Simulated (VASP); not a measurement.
# In7GaP8 (a cell with a defect) in VASP: a series of runs

Runs on In7GaP8 (a cell with a defect). Level: PBE. Tasks: single point, relaxation of the atoms.

Program: VASP 6.6.1. These are calculated values, not measurements. Logs are shortened: lines on timing, memory, paths and dates and some standing lists are left out, and cuts for length are marked.

### 1 The cell of the first run

The cell holds a defect, 16 atoms: a = 8.428 Å, b = 8.428 Å, c = 8.428 Å, α = 60.00°, β = 60.00°, γ = 60.00°.

### 2 Single point, PBE

Input file INCAR:

```
SYSTEM = In7GaP8
  PREC = Accurate
  ENCUT = 520
  EDIFF = 1E-6
  ISMEAR = 0
  SIGMA = 0.02
  LREAL = Auto
  LASPH = .TRUE.
  NELM = 60
  ALGO = Normal
  ISIF = 2
  LWAVE = .FALSE.
  LCHARG = .TRUE.
  GGA = PE
  LELF = .TRUE.
  LVHAR = .TRUE.
  NBANDS = 86
```

Input file KPOINTS:

```
Automatic mesh
0
G
  4 4 4
  0 0 0
```

Input file POSCAR:

```
In7GaP8
1.0
    0.0000000000      5.9597880289     -5.9597880289
    5.9597880289      5.9597880289      0.0000000000
    5.9597880289      0.0000000000     -5.9597880289
Ga In P
1 7 8
Direct
    0.5000000000      0.5000000000      0.0000000000
    0.4998319551      0.0001680449     -0.0001680449
    1.0001680449      0.4998319551     -0.0001680449
    1.0001680449      0.0001680449     -0.0001680449
    0.4998319551      0.4998319551      0.5001680449
    0.4998319551      0.0001680449      0.5001680449
    1.0001680449      0.4998319551      0.5001680449
    1.0000000000      0.0000000000      0.5000000000
    0.3800824663      0.3800824663      0.3597526010
    0.3747917706      0.8750694098      0.3750694098
    0.8750694098      0.3747917706      0.3750694098
    0.8750694098      0.8750694098      0.3750694098
    0.3800824663      0.3800824663      0.8800824663
    0.3800824663      0.8597526010      0.8800824663
    0.8597526010      0.3800824663      0.8800824663
    0.8750694098      0.8750694098      0.8747917706
```

Potentials or basis: VASP PAW PBE potentials, release 64 (Ga_d, In_d, P).

Launch:

```sh
cat potpaw_PBE.64/Ga_d/POTCAR potpaw_PBE.64/In_d/POTCAR potpaw_PBE.64/P/POTCAR > POTCAR
mpirun -np 1 vasp_std > vasp.out
```

OUTCAR:

```text
SYSTEM = In7GaP8
   PREC = Accurate
   ENCUT = 520
   EDIFF = 1E-6
   ISMEAR = 0
   LREAL = Auto
   LASPH = .TRUE.
   NELM = 60
   ISIF = 2
   GGA = PE

 ion  position               nearest neighbor table
   1  0.500  0.500  0.000-   9 2.48  14 2.48  15 2.48  13 2.48
   2  0.500  0.000  1.000-  10 2.58  16 2.58  13 2.62  14 2.62
   3  0.000  0.500  1.000-  11 2.58  16 2.58  13 2.62  15 2.62
   4  0.000  0.000  1.000-  12 2.58  16 2.58  15 2.62  14 2.62
   5  0.500  0.500  0.500-  10 2.58  11 2.58  13 2.62   9 2.62
   6  0.500  0.000  0.500-  12 2.58  10 2.58   9 2.62  14 2.62
[... 8 lines left out ...]
  15  0.860  0.380  0.880-   1 2.48   4 2.62   7 2.62   3 2.62
  16  0.875  0.875  0.875-   8 2.58   3 2.58   2 2.58   4 2.58

  LATTYP: Found a face centered cubic cell.
 ALAT       =    11.9195760578

  Lattice vectors:

 A1 = (   0.0000000000,   5.9597880289,  -5.9597880289)
 A2 = (   5.9597880289,   5.9597880289,   0.0000000000)
 A3 = (   5.9597880289,   0.0000000000,  -5.9597880289)

Analysis of symmetry for initial positions (statically):
=====================================================================
 Subroutine PRICEL returns:
 Original cell was already a primitive cell.

 Routine SETGRP: Setting up the symmetry group for a
 face centered cubic supercell.

 Subroutine GETGRP returns: Found 24 space group operations
 (whereof  4 operations were pure point group operations)
 out of a pool of 48 trial point group operations.

The static configuration has the point symmetry C_2v.
 The point group associated with its full space group is T_d .

Analysis of symmetry for dynamics (positions and initial velocities):
=====================================================================
 Subroutine PRICEL returns:
 Original cell was already a primitive cell.

 Routine SETGRP: Setting up the symmetry group for a
 face centered cubic supercell.

 Subroutine GETGRP returns: Found 24 space group operations
 (whereof  4 operations were pure point group operations)
 out of a pool of 48 trial point group operations.

The dynamic configuration has the point symmetry C_2v.
 The point group associated with its full space group is T_d .

 Subroutine INISYM returns: Found 24 space group operations
 (whereof  4 operations are pure point group operations),
 and found     1 'primitive' translations

----------------------------------------------------------------------------------------

[... 109 lines left out ...]
   ISIF   =      2    stress and relaxation
   ISYM   =      2    0-nonsym 1-usesym 2-fastsym
   POTIM  = 0.5000    time-step for ionic-motion
   TEBEG  =    0.0;   TEEND  =   0.0 temperature during run
   PSTRESS=    0.0 pullay stress
   NELECT =     144.0000    total number of electrons
   NUPDOWN=      -1.0000    fix difference up-down
   EMIN   =  10.00;   EMAX   =-10.00  energy-range for DOS
   EFERMI =   0.00;   METHOD = LEGACY
   ISMEAR =     0;   SIGMA  =   0.02  broadening in eV -4-tet -1-fermi 0-gaus
   EFERMI_NEDOS =   21; number of points for ismear=-14 and -15
   IALGO  =     38    algorithm
   IMIX   =      4    mixing-type and parameters
     AMIX     =   0.40;   BMIX     =  1.00
     AMIX_MAG =   1.60;   BMIX_MAG =  1.00
  volume/ion in A,a.u.               =      26.46       178.57
  Fermi-wavevector in a.u.,A,eV,Ry     =   1.142760  2.159502 17.767839  1.305899
  Thomas-Fermi vector in A             =   2.279457
   LORBIT       =      0    0 simple, 1 ext, 2 COOP (PROOUT), +10 PAW based schemes
   GGA     = PE    functional components
   LHFCALC =     F    Hartree Fock is set to
   AEXX    =    0.0000 exact exchange contribution
   IVDW    =     0    specifies the selected vdW correction
   LEPSILON=     F    determine dielectric tensor
   LRPA    =     F    only Hartree local field effects (RPA)
 non-spin polarized calculation
 Gauss-broadening in eV      SIGMA  =   0.02
  energy-cutoff  :      520.00
  volume of cell :      423.37
 maximum number of plane-waves:     11527
 NGX is ok and might be reduce to    64
   NGX = 31   NGY = 31   NGZ = 31

 number of electron     144.0000042 magnetization

 Free energy of the ion-electron system (eV)
  ---------------------------------------------------
  ext. energy  EPLUGINS =         0.00000000
  ---------------------------------------------------
  free energy    TOTEN  =       -67.71862069 eV

  energy without entropy =      -67.71862069  energy(sigma->0) =      -67.71862069

 E-fermi :   4.4671     XC(G=0):  -9.0145

 val. band max:        4.3603401625   @ k =   0.0000   0.0000   0.0000
 cond. band min:       4.6516009811   @ k =   0.0000   0.0000   0.0000
 fundamental gap:      0.2912608186
 Fermi energy:         4.4671131042

 k-point     1 :       0.0000    0.0000    0.0000
  band No.  band energies     occupation
      1     -10.1867      2.00000
      2     -10.1867      2.00000
      3     -10.1867      2.00000
      4     -10.1219      2.00000
      5     -10.1219      2.00000
      6      -9.8365      2.00000
[... 685 lines left out ...]
     83       7.9565      0.00000
     84       8.0098      0.00000
 [bands above 84 left out]

------------------------ aborting loop because EDIFF is reached ----------------------------------------

  FORCE on cell =-STRESS in cart. coord.  units (eV):
  Direction    XX          YY          ZZ          XY          YZ          ZX
  --------------------------------------------------------------------------------------
  -------------------------------------------------------------------------------------
  Total       -4.4425629     -4.4425629     -4.4425629      0.0000000      0.0000000      0.0000000
  in kB      -16.8120910    -16.8120910    -16.8120910      0.0000000      0.0000000      0.0000000
  external PRESSURE =     -16.8120910 kB  Pullay stress =       0.0000000 kB

 VOLUME and BASIS-vectors are now :
 -----------------------------------------------------------------------------
  energy-cutoff  :      520.00
  volume of cell :      423.37
      direct lattice vectors                 reciprocal lattice vectors
     0.000000000  5.959788029 -5.959788029    -0.083895601  0.083895601 -0.083895601
     5.959788029  5.959788029  0.000000000     0.083895601  0.083895601  0.083895601
     5.959788029  0.000000000 -5.959788029     0.083895601 -0.083895601 -0.083895601

 POSITION                                       TOTAL-FORCE (eV/Angst)
 -----------------------------------------------------------------------------------
      2.97989      5.95979     -2.97989        -0.000000     -0.000000      0.000000
      5.95979      2.97989     -8.93768        -0.000000      0.000000      0.011508
      8.93768      2.97989     -5.95979        -0.011508      0.000000     -0.000000
      5.95979      0.00200     -5.95979        -0.000000      0.011508     -0.000000
      5.95979      5.95779     -5.95979        -0.000000     -0.011508     -0.000000
      2.98190      2.97989     -5.95979         0.011508      0.000000     -0.000000
[... 8 lines left out ...]
      7.51032      7.38915    -10.36905         0.001183     -0.001183      0.001183
     10.42880     10.43046    -10.42880        -0.001074      0.001074      0.001074
 -----------------------------------------------------------------------------------
    total drift:                               -0.000002     -0.000002      0.000002

  FREE ENERGIE OF THE ION-ELECTRON SYSTEM (eV)
  ---------------------------------------------------
  free  energy   TOTEN  =       -67.7186206908 eV

  energy  without entropy=      -67.7186206908  energy(sigma->0) =      -67.71862069
```

OSZICAR:

```text
N       E                     dE             d eps       ncg     rms          rms(c)
DAV:   1     0.157909165521E+04    0.15791E+04   -0.61543E+04  1384   0.195E+03
DAV:   2     0.222174139391E+03   -0.13569E+04   -0.13231E+04  1392   0.552E+02
DAV:   3    -0.472217639497E+02   -0.26940E+03   -0.25585E+03  1582   0.232E+02
DAV:   4    -0.696897961350E+02   -0.22468E+02   -0.22156E+02  1696   0.649E+01
DAV:   5    -0.707031885003E+02   -0.10134E+01   -0.10086E+01  2064   0.137E+01    0.152E+01
DAV:   6    -0.678322723004E+02    0.28709E+01   -0.67586E+00  1826   0.175E+01    0.836E+00
DAV:   7    -0.677224228933E+02    0.10985E+00   -0.26394E+00  2080   0.485E+00    0.322E+00
DAV:   8    -0.677165241479E+02    0.58987E-02   -0.37440E-01  1818   0.380E+00    0.142E+00
DAV:   9    -0.677186039216E+02   -0.20798E-02   -0.81201E-02  1824   0.228E+00    0.572E-01
DAV:  10    -0.677178468894E+02    0.75703E-03   -0.15715E-02  1882   0.935E-01    0.193E-01
DAV:  11    -0.677185876353E+02   -0.74075E-03   -0.32586E-03  1920   0.238E-01    0.150E-01
DAV:  12    -0.677185684186E+02    0.19217E-04   -0.17610E-04  2034   0.748E-02    0.904E-02
DAV:  13    -0.677186206509E+02   -0.52232E-04   -0.35160E-04  1760   0.523E-02    0.877E-02
DAV:  14    -0.677186196583E+02    0.99259E-06   -0.52267E-05  1490   0.317E-02    0.635E-03
DAV:  15    -0.677186208005E+02   -0.11423E-05   -0.45744E-06  1280   0.867E-03    0.713E-03
DAV:  16    -0.677186206908E+02    0.10974E-06   -0.28320E-07   840   0.396E-03
   1 F= -.67718621E+02 E0= -.67718621E+02  d E =-.221545E-15
```

stdout:

```text
POSCAR found type information on POSCAR GaInP
 POSCAR found :  3 types and      16 ions
 scaLAPACK will be used
 LDA part: xc-table for (Slater+PW92), standard interpolation
 POSCAR, INCAR and KPOINTS ok, starting setup
 FFT: planning ... GRIDC
 FFT: planning ... GRID_SOFT
 FFT: planning ... GRID
 WAVECAR not read
 entering main loop
```

Run time: 8.6 min. Hardware: 1 thread of Intel Xeon Platinum 8259CL at 2.50GHz (Skylake/Cascade Lake), shared host; peak memory 0.65 GiB.

Results:

```
Free energy            : -67.7186 eV
Pressure               : -1.7 GPa
Largest force          : 0.012 eV/Å
Band gap on the k mesh : 0.29 eV
```

Forces in eV/Å, atoms in the order of the input:
```
Ga   0.000  0.000  0.000
In   0.000  0.000  0.012
In  -0.012  0.000  0.000
In   0.000  0.012  0.000
In   0.000 -0.012  0.000
In   0.012  0.000  0.000
In   0.000  0.000 -0.012
In   0.000  0.000  0.000
P   -0.001  0.001  0.001
P    0.001 -0.001  0.001
P   -0.001 -0.001 -0.001
P    0.001  0.001 -0.001
P    0.001  0.001 -0.001
P   -0.001 -0.001 -0.001
P    0.001 -0.001  0.001
P   -0.001  0.001  0.001
```

Caveat: semilocal functionals underestimate gaps, and a narrow one can read as zero; spin-orbit coupling is left out, which moves the levels of the heavy elements.

### 3 Relaxation of the atoms, PBE

Input file INCAR:

```
PREC     = Accurate       # precision mode
ENCUT    = 520            # plane-wave cutoff, eV
EDIFF    = 1E-7           # SCF threshold, eV
ISMEAR   = 0              # smearing method
SIGMA    = 0.02           # smearing width, eV
LREAL    = Auto         
LASPH    = True           # aspherical terms in the spheres
NELM     = 60             # most SCF steps
ALGO     = Normal         # electronic algorithm
ISIF     = 2              # what is computed and relaxed
LWAVE    = False          # write WAVECAR
LCHARG   = False          # write CHGCAR
GGA      = PE             # functional
IBRION   = 2              # ionic algorithm
NSW      = 65             # ionic steps
EDIFFG   = -0.025         # ionic threshold
KPAR     = 4
```

Input file KPOINTS:

```
regular mesh
0
Gamma
  3 3 3
```

Input file POSCAR:

```
In7GaP8
1.0
    0.0000000000      5.9597880289     -5.9597880289
    5.9597880289      5.9597880289      0.0000000000
    5.9597880289      0.0000000000     -5.9597880289
Ga In P
1 7 8
Direct
    0.5000000000      0.5000000000      0.0000000000
    0.5000000000      0.0000000000      0.0000000000
    1.0000000000      0.5000000000      0.0000000000
    1.0000000000      0.0000000000      0.0000000000
    0.5000000000      0.5000000000      0.5000000000
    0.5000000000      0.0000000000      0.5000000000
    1.0000000000      0.5000000000      0.5000000000
    1.0000000000      0.0000000000      0.5000000000
    0.3750000000      0.3750000000      0.3750000000
    0.3750000000      0.8750000000      0.3750000000
    0.8750000000      0.3750000000      0.3750000000
    0.8750000000      0.8750000000      0.3750000000
    0.3750000000      0.3750000000      0.8750000000
    0.3750000000      0.8750000000      0.8750000000
    0.8750000000      0.3750000000      0.8750000000
    0.8750000000      0.8750000000      0.8750000000
```

Potentials or basis: VASP PAW PBE potentials, release 64 (Ga_d, In_d, P).

Launch:

```sh
cat potpaw_PBE.64/Ga_d/POTCAR potpaw_PBE.64/In_d/POTCAR potpaw_PBE.64/P/POTCAR > POTCAR
mpirun -np 4 vasp_std > vasp.out
```

Run time: 10 min. Hardware: 4 MPI ranks of Oxide Virtual Turin-like, shared host; peak memory 0.72 GiB.

It converged, with:

```yaml
Free_energy: -67.6292 eV
Energy_gained_by_relaxing: 12.1 meV/atom
Ionic_steps: 6
Pressure_after_relaxing: -1.7 GPa
Largest_force_after_relaxing: 0.012 eV/Å
Band_gap_on_the_k_mesh: 0.30 eV
```

Forces on the atoms (eV/Å):
```
Ga   0.000  0.000  0.000
In   0.000  0.000  0.006
In  -0.006  0.000  0.000
In   0.000  0.006  0.000
In   0.000 -0.006  0.000
In   0.006  0.000  0.000
In   0.000  0.000 -0.006
In   0.000  0.000  0.000
P   -0.007  0.007  0.007
P    0.002 -0.002  0.002
P   -0.002 -0.002 -0.002
P    0.002  0.002 -0.002
P    0.007  0.007 -0.007
P   -0.007 -0.007 -0.007
P    0.007 -0.007  0.007
P   -0.002  0.002  0.002
```

The path:
```
step  energy change (eV)  largest force (eV/Å)  pressure (GPa)
   1              0.0000                0.8824           -1.35
   2             -0.1234                0.5460           -1.56
   3             -0.1904                0.0896           -1.66
   4             -0.1912                0.1023           -1.67
   5             -0.1912                0.0983           -1.67
   6             -0.1935                0.0120           -1.69
```

Final structure:
```cif
data_structure
_symmetry_space_group_name_H-M 'P 1'
_symmetry_Int_Tables_number 1
_cell_length_a 8.4284
_cell_length_b 8.4284
_cell_length_c 8.4284
_cell_angle_alpha 60.000
_cell_angle_beta 60.000
_cell_angle_gamma 60.000
_cell_volume 423.37
loop_
_atom_site_label
_atom_site_type_symbol
_atom_site_fract_x
_atom_site_fract_y
_atom_site_fract_z
_atom_site_occupancy
Ga1 Ga 0.50000 0.50000 0.00000 1
In1 In 0.50015 0.99985 0.00015 1
In2 In 0.99985 0.50015 0.00015 1
In3 In 0.99985 0.99985 0.00015 1
In4 In 0.50015 0.50015 0.49985 1
In5 In 0.50015 0.99985 0.49985 1
In6 In 0.99985 0.50015 0.49985 1
In7 In 0.00000 0.00000 0.50000 1
P1 P 0.38003 0.38003 0.35991 1
P2 P 0.37473 0.87509 0.37509 1
P3 P 0.87509 0.37473 0.37509 1
P4 P 0.87509 0.87509 0.37509 1
P5 P 0.38003 0.38003 0.88003 1
P6 P 0.38003 0.85991 0.88003 1
P7 P 0.85991 0.38003 0.88003 1
P8 P 0.87509 0.87509 0.87473 1
```

Levels at points of the mesh, in eV from the valence-band top:
| k point | band 70 | band 71 | band 72 | band 73 | band 74 | band 75 |
| --- | --- | --- | --- | --- | --- | --- |
| (0.00, 0.00, 0.00) | 0.00 | 0.00 | 0.00 | 0.30 | 1.18 | 1.36 |

Caveat: semilocal functionals underestimate gaps, and a narrow one can read as zero; spin-orbit coupling is left out, which moves the levels of the heavy elements.
